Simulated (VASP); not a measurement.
# AlNi (rocksalt type) (Fm-3m) in VASP: a series of runs, part 2 of 2

VASP 6.6.1.

**5. Single point, PBE**

This run uses another cell than the first one, of 14.34 Å³/atom, 1.282 times its volume.

The input, INCAR:

```
SYSTEM = AlNi
ALGO = Normal ; EDIFF = 1E-6
ENCUT = 520 ; GGA = PE
ISIF = 2 ; ISMEAR = -1
LASPH = .TRUE. ; LCHARG = .TRUE.
LELF = .TRUE. ; LREAL = .FALSE.
LVHAR = .TRUE. ; LWAVE = .FALSE.
NBANDS = 14 ; NELM = 80
PREC = Accurate ; SIGMA = 0.08
```

The input, KPOINTS:

```
k-points
0
G
  14 14 14
  0 0 0
```

The input, POSCAR:

```
AlNi
1.0
    0.0000000000      2.4294864432      2.4294864432
    2.4294864432      0.0000000000      2.4294864432
    2.4294864432      2.4294864432      0.0000000000
Ni Al
1 1
Direct
    0.0000000000      0.0000000000      0.0000000000
    0.5000000000      0.5000000000      0.5000000000
```

Potentials or basis: VASP PAW PBE potentials, release 64 (Ni, Al).

Command:

```bash
$ cat potpaw_PBE.64/Ni/POTCAR potpaw_PBE.64/Al/POTCAR > POTCAR
$ mpirun -np 1 vasp_std > vasp.out
```

OUTCAR:

```text
SYSTEM = AlNi
   EDIFF = 1E-6
   ENCUT = 520
   GGA = PE
   ISIF = 2
   ISMEAR = -1
   LASPH = .TRUE.
   LREAL = .FALSE.
   NELM = 80
   PREC = Accurate

 ion  position               nearest neighbor table
   1  0.000  0.000  0.000-   2 2.43   2 2.43   2 2.43   2 2.43   2 2.43   2 2.43
   2  0.500  0.500  0.500-   1 2.43   1 2.43   1 2.43   1 2.43   1 2.43   1 2.43

  LATTYP: Found a face centered cubic cell.
 ALAT       =     4.8589728864

  Lattice vectors:

 A1 = (   0.0000000000,   2.4294864432,   2.4294864432)
 A2 = (   2.4294864432,   0.0000000000,   2.4294864432)
 A3 = (   2.4294864432,   2.4294864432,   0.0000000000)

Analysis of symmetry for initial positions (statically):
=====================================================================
 Subroutine PRICEL returns:
 Original cell was already a primitive cell.

 Routine SETGRP: Setting up the symmetry group for a
 face centered cubic supercell.

 Subroutine GETGRP returns: Found 48 space group operations
 (whereof 48 operations were pure point group operations)
 out of a pool of 48 trial point group operations.

The static configuration has the point symmetry O_h .

Analysis of symmetry for dynamics (positions and initial velocities):
=====================================================================
 Subroutine PRICEL returns:
 Original cell was already a primitive cell.

 Routine SETGRP: Setting up the symmetry group for a
 face centered cubic supercell.

 Subroutine GETGRP returns: Found 48 space group operations
 (whereof 48 operations were pure point group operations)
 out of a pool of 48 trial point group operations.

The dynamic configuration has the point symmetry O_h .

 Subroutine INISYM returns: Found 48 space group operations
 (whereof 48 operations are pure point group operations),
 and found     1 'primitive' translations

----------------------------------------------------------------------------------------

                                     Primitive cell

  volume of cell :      28.6796

  direct lattice vectors                    reciprocal lattice vectors
     0.000000000  2.429486443  2.429486443    -0.205804812  0.205804812  0.205804812
     2.429486443  0.000000000  2.429486443     0.205804812 -0.205804812  0.205804812
     2.429486443  2.429486443  0.000000000     0.205804812  0.205804812 -0.205804812

  length of vectors
     3.435812678  3.435812678  3.435812678     0.356464390  0.356464390  0.356464390

  position of ions in fractional coordinates (direct lattice)
     0.000000000  0.000000000  0.000000000
     0.500000000  0.500000000  0.500000000

  ion indices of the primitive-cell ions
   primitive index   ion index
                 1           1
                 2           2

----------------------------------------------------------------------------------------

 KPOINTS: k-points

Automatic generation of k-mesh.
 Grid dimensions read from file:
 generate k-points for:   14   14   14

 Generating k-lattice:

  Cartesian coordinates                     Fractional coordinates (reciprocal lattice)
    -0.014700344  0.014700344  0.014700344     0.071428571  0.000000000  0.000000000
     0.014700344 -0.014700344  0.014700344     0.000000000  0.071428571  0.000000000
     0.014700344  0.014700344 -0.014700344     0.000000000  0.000000000  0.071428571

  Length of vectors
     0.025461742  0.025461742  0.025461742

  Shift w.r.t. Gamma in fractional coordinates (k-lattice)
     0.000000000  0.000000000  0.000000000

 Subroutine IBZKPT returns following result:
 ===========================================

 Found    104 irreducible k-points:

 Following reciprocal coordinates:
            Coordinates               Weight
  0.000000  0.000000  0.000000      1.000000
  0.071429  0.000000  0.000000      8.000000
  0.142857  0.000000  0.000000      8.000000
  0.214286  0.000000  0.000000      8.000000
  0.285714  0.000000  0.000000      8.000000
  0.357143  0.000000  0.000000      8.000000
[... 16 lines left out ...]
  0.214286  0.142857  0.000000     24.000000
  0.285714  0.142857  0.000000     24.000000
 [... further k-points ...]
   k-points           NKPTS =    104   k-points in BZ     NKDIM =    104   number of bands    NBANDS=     14
   number of dos      NEDOS =    301   number of ions     NIONS =      2
   total plane-waves  NPLWV =  21952
   dimension x,y,z NGX =    28 NGY =   28 NGZ =   28
   dimension x,y,z NGXF=    56 NGYF=   56 NGZF=   56
   ions per type =               1   1
   NGX,Y,Z   is equivalent  to a cutoff of  13.55, 13.55, 13.55 a.u.
   NGXF,Y,Z  is equivalent  to a cutoff of  27.10, 27.10, 27.10 a.u.
 SYSTEM =  AlNi
   PREC   = accura    normal or accurate (medium, high low for compatibility)
   ISTART =      0    job   : 0-new  1-cont  2-samecut
   ICHARG =      2    charge: 1-file 2-atom 10-const
   ISPIN  =      1    spin polarized calculation?
   LNONCOLLINEAR =      F non collinear calculations
   LSORBIT =      F    spin-orbit coupling
   LASPH  =      T    aspherical Exc in radial PAW
   ENCUT  =  520.0 eV  38.22 Ry    6.18 a.u.   6.39  6.39  6.39*2*pi/ulx,y,z
   NELM   =     80;   NELMIN=  2; NELMDL= -5     # of ELM steps
   EDIFF  = 0.1E-05   stopping-criterion for ELM
   LREAL  =      F    real-space projection
   EDIFFG = 0.1E-04   stopping-criterion for IOM
   NSW    =      0    number of steps for IOM
   IBRION =     -1    ionic relax: 0-MD 1-quasi-New 2-CG
   NFREE  =      0    steps in history (QN), initial steepest desc. (CG)
   ISIF   =      2    stress and relaxation
   ISYM   =      2    0-nonsym 1-usesym 2-fastsym
   POTIM  = 0.5000    time-step for ionic-motion
   TEBEG  =    0.0;   TEEND  =   0.0 temperature during run
   PSTRESS=    0.0 pullay stress
   NELECT =      13.0000    total number of electrons
   NUPDOWN=      -1.0000    fix difference up-down
   EMIN   =  10.00;   EMAX   =-10.00  energy-range for DOS
   EFERMI =   0.00;   METHOD = LEGACY
   ISMEAR =    -1;   SIGMA  =   0.08  broadening in eV -4-tet -1-fermi 0-gaus
   EFERMI_NEDOS =   21; number of points for ismear=-14 and -15
   IALGO  =     38    algorithm
   IMIX   =      4    mixing-type and parameters
     AMIX     =   0.40;   BMIX     =  1.00
     AMIX_MAG =   1.60;   BMIX_MAG =  1.00
  volume/ion in A,a.u.               =      14.34        96.77
  Fermi-wavevector in a.u.,A,eV,Ry     =   1.257568  2.376459 21.517304  1.581477
  Thomas-Fermi vector in A             =   2.391221
   LORBIT       =      0    0 simple, 1 ext, 2 COOP (PROOUT), +10 PAW based schemes
   GGA     = PE    functional components
   LHFCALC =     F    Hartree Fock is set to
   AEXX    =    0.0000 exact exchange contribution
   IVDW    =     0    specifies the selected vdW correction
   LEPSILON=     F    determine dielectric tensor
   LRPA    =     F    only Hartree local field effects (RPA)
 non-spin polarized calculation
  energy-cutoff  :      520.00
  volume of cell :       28.68
 maximum number of plane-waves:       785
 NGX is ok and might be reduce to    28
   NGX = 13   NGY = 13   NGZ = 13

 number of electron      12.9999998 magnetization

 Free energy of the ion-electron system (eV)
  ---------------------------------------------------
  ext. energy  EPLUGINS =         0.00000000
  ---------------------------------------------------
  free energy    TOTEN  =        -9.30417552 eV

  energy without entropy =       -9.28460124  energy(sigma->0) =       -9.29438838

 E-fermi :   7.7292     XC(G=0): -11.1234

 val. band max:        7.6886101106   @ k =  -0.4286   0.3571   0.1429
 cond. band min:       7.7401992505   @ k =  -0.3571   0.4286   0.2143
 fundamental gap:      0.0515891398
 Fermi energy:         7.7292011052

 k-point     1 :       0.0000    0.0000    0.0000
  band No.  band energies     occupation
      1      -2.0323      2.00000
      2       5.7039      2.00000
      3       5.7039      2.00000
      4       5.7039      2.00000
      5       5.7639      2.00000
      6       5.7639      2.00000
      7      14.4135      0.00000
      8      14.4135      0.00000
      9      14.4135      0.00000
     10      18.1924      0.00000
     11      18.1924      0.00000
     12      18.1924      0.00000
     13      19.3382      0.00000
     14      22.5822      0.00000
[... 375 lines left out ...]
 k-point    24 :       0.2857    0.1429    0.0000
  band No.  band energies     occupation
      1      -0.6128      2.00000
      2       5.2246      2.00000
      3       5.3549      2.00000
      4       5.6559      2.00000
      5       5.9763      2.00000
      6       6.0792      2.00000
      7      10.0912      0.00000
      8      12.2485      0.00000
      9      14.4068      0.00000
     10      14.6544      0.00000
     11      16.8589      0.00000
     12      20.0093      0.00000
     13      20.0577      0.00000
     14      22.7218      0.00000

 [... further k-points ...]
[... 5 lines left out ...]
  --------------------------------------------------------------------------------------
  -------------------------------------------------------------------------------------
  Total        0.0054471      0.0054471      0.0054471      0.0000000     -0.0000000      0.0000000
  in kB        0.3042995      0.3042995      0.3042995      0.0000000     -0.0000000      0.0000000
  external PRESSURE =       0.3042995 kB  Pullay stress =       0.0000000 kB

 VOLUME and BASIS-vectors are now :
 -----------------------------------------------------------------------------
  energy-cutoff  :      520.00
  volume of cell :       28.68
      direct lattice vectors                 reciprocal lattice vectors
     0.000000000  2.429486443  2.429486443    -0.205804812  0.205804812  0.205804812
     2.429486443  0.000000000  2.429486443     0.205804812 -0.205804812  0.205804812
     2.429486443  2.429486443  0.000000000     0.205804812  0.205804812 -0.205804812

 POSITION                                       TOTAL-FORCE (eV/Angst)
 -----------------------------------------------------------------------------------
      0.00000      0.00000      0.00000         0.000000      0.000000     -0.000000
      2.42949      2.42949      2.42949         0.000000      0.000000      0.000000
 -----------------------------------------------------------------------------------
    total drift:                               -0.000000     -0.000000      0.000000

  FREE ENERGIE OF THE ION-ELECTRON SYSTEM (eV)
  ---------------------------------------------------
  free  energy   TOTEN  =        -9.3041755171 eV

  energy  without entropy=       -9.2846012432  energy(sigma->0) =       -9.29438838
```

stdout:

```text
POSCAR found type information on POSCAR NiAl
 POSCAR found :  2 types and       2 ions
 scaLAPACK will be used
 LDA part: xc-table for (Slater+PW92), standard interpolation
 POSCAR, INCAR and KPOINTS ok, starting setup
 FFT: planning ... GRIDC
 FFT: planning ... GRID_SOFT
 FFT: planning ... GRID
 WAVECAR not read
 entering main loop
```

It took 35 s on 1 thread of Intel Xeon 6975P-C, shared host; peak memory 0.18 GiB.

What came out:

| Quantity | Value |
| --- | --- |
| Free energy | -9.3042 eV |
| Pressure | 0.0 GPa |

Spin polarisation is off, so any magnetic state and its effect on volume and gap are missing.

**6. The runs side by side**

```tsv
cell	k mesh	gap on the mesh (eV)	pressure (GPa)
a = 3.163 Å, angles 60.0°, 2 atoms	15 × 15 × 15	none	46.1
a = 3.164 Å, angles 60.0°, 2 atoms	15 × 15 × 15	none	45.9
a = 3.436 Å, angles 60.0°, 2 atoms	14 × 14 × 14	none	0.0
```

Alike in all rows: task single point; level PBE; potentials or basis VASP PAW PBE potentials, release 64 (Ni, Al); no spin polarisation; cutoff (eV) 520; smearing fermi-dirac 0.08 eV.

Total energies depend on the potentials used, so only differences within one code and one set of settings carry meaning.
